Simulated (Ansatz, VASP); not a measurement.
BaS in VASP and in Ansatz

Contents of INCAR:

```
ALGO     = Normal         # electronic algorithm
EDIFF    = 1E-7           # SCF threshold, eV
ENCUT    = 520            # plane-wave cutoff, eV
ISIF     = 2              # what is computed and relaxed
ISMEAR   = -1             # smearing method
LASPH    = T              # aspherical terms in the spheres
LCHARG   = T              # write CHGCAR
LELF     = T              # ELF
LREAL    = F              # projectors in reciprocal space
LVHAR    = T            
LWAVE    = F              # write WAVECAR
NBANDS   = 15             # bands
NELM     = 100            # most SCF steps
PREC     = Accurate       # precision mode
SIGMA    = 0.01           # smearing width, eV
```

The input KPOINTS:

```
k-points
0
Gamma
  7 7 7
```

POSCAR

```
BaS
1.0
    0.0000000000      3.2043605431      3.2043605431
    3.2043605431      0.0000000000      3.2043605431
    3.2043605431      3.2043605431      0.0000000000
Ba S
1 1
Direct
    0.0000000000      0.0000000000      0.0000000000
    0.5000000000      0.5000000000      0.5000000000
```

Input for Ansatz:

```yaml
crystal:
  lattice:
    - [0.0, 3.2043605431, 3.2043605431]
    - [3.2043605431, 0.0, 3.2043605431]
    - [3.2043605431, 3.2043605431, 0.0]
  atoms:
    - { symbol: Ba, position: [0.0, 0.0, 0.0] }
    - { symbol: S, position: [0.5, 0.5, 0.5] }
kpoints:
  mp_grid: { grid: [7, 7, 7] }
  band_path:
    path:
      - [0.0, 0.0, 0.0]
      - [0.5, 0.0, 0.5]
      - [0.625, 0.25, 0.625]
      - [0.375, 0.375, 0.75]
      - [0.0, 0.0, 0.0]
      - [0.5, 0.5, 0.5]
      - [0.5, 0.25, 0.75]
      - [0.5, 0.0, 0.5]
    npoints: 5
scf:
  occupations: { method: fermi_dirac, width: 0.01 }
hamiltonian:
  xc: lda
  pseudopotentials: { kind: all_electron, lapw: { basis_error: 0.00025 } }
output:
  forces: true
  stress: true
  eigenvalues: true
```

Change from the starting cell: volume scaled by 1.01.

Alike in both runs: task single point; functional LDA; k mesh 7 × 7 × 7; occupations fermi-dirac, width 0.01 eV; no spin polarisation.

|  | VASP | Ansatz |
| --- | --- | --- |
| version | VASP 6.6.1 | Ansatz 0.2.0 |
| potentials or method | VASP PAW LDA potentials, release 64 (Ba_sv, S), cutoff 520 eV | all-electron LAPW, scalar-relativistic |

|  | VASP | Ansatz | Ansatz less VASP |
| --- | --- | --- | --- |
| gap on the k mesh at the Fermi level (eV) | 1.98 | 2.08 | +0.101 |
| pressure (GPa) | -2.2 | -2.9 | -0.61 |

LDA's correlation is that of Perdew and Zunger in VASP and of Perdew and Wang (1992) in Ansatz. Ansatz ran all-electron here, and VASP with PAW potentials.

Neither program's run includes spin-orbit coupling.
